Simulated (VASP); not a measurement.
Set up this calculation in VASP 6.6.1, as the native input.

- Task: single point
- Functional: PBE
- Potentials or basis: VASP PAW PBE potentials, release 64 (Pt, C)
- Cutoff: 520 eV
- k mesh: 6 × 6 × 6
- Occupations: gaussian, width 0.1 eV
- Spin: no spin polarisation
- Dipole correction: no
- Further INCAR settings: ALGO = Normal; EDIFF = 1e-06; NBANDS = 14

The structure of PtC lies in POSCAR:

```
PtC
1.0
    2.8036907498      0.0000000000      0.0000000000
    0.0000000000      2.8036907498      0.0000000000
    0.0000000000      0.0000000000      2.8036907498
Pt C
1 1
Direct
    0.0000000000      0.0000000000      0.0000000000
    0.5000000000      0.5000000000      0.5000000000
```

One way to write it, as run:

INCAR

```
PREC = Accurate
ENCUT = 520
EDIFF = 1E-6
ISMEAR = 0
SIGMA = 0.1
LREAL = F
LASPH = T
NELM = 100
ALGO = Normal
ISIF = 2
LWAVE = F
LCHARG = T
GGA = PE
LELF = T
LVHAR = T
NBANDS = 14
```

KPOINTS

```
regular mesh
0
Gamma
  6 6 6
```

Potentials or basis: VASP PAW PBE potentials, release 64 (Pt, C).

Launch:

```bash
$ cat potpaw_PBE.64/Pt/POTCAR potpaw_PBE.64/C/POTCAR > POTCAR
$ mpirun -np 1 vasp_std > vasp.out
```

Results of the run:

```json
{
 "Pressure": "-0.5 GPa",
 "Band gap on the k mesh": "zero (bands 7 and 8 overlap by 4.14 eV)"
}
```

Caveat: the k points lie up to 0.37 Å⁻¹ apart, too coarse for converged energies and pressures of a metal; spin-orbit coupling is left out, which moves the levels of the heavy elements.

It took 7.1 s on 1 thread of Intel Xeon 8259CL, with other jobs on the host, peak memory 0.14 GiB.
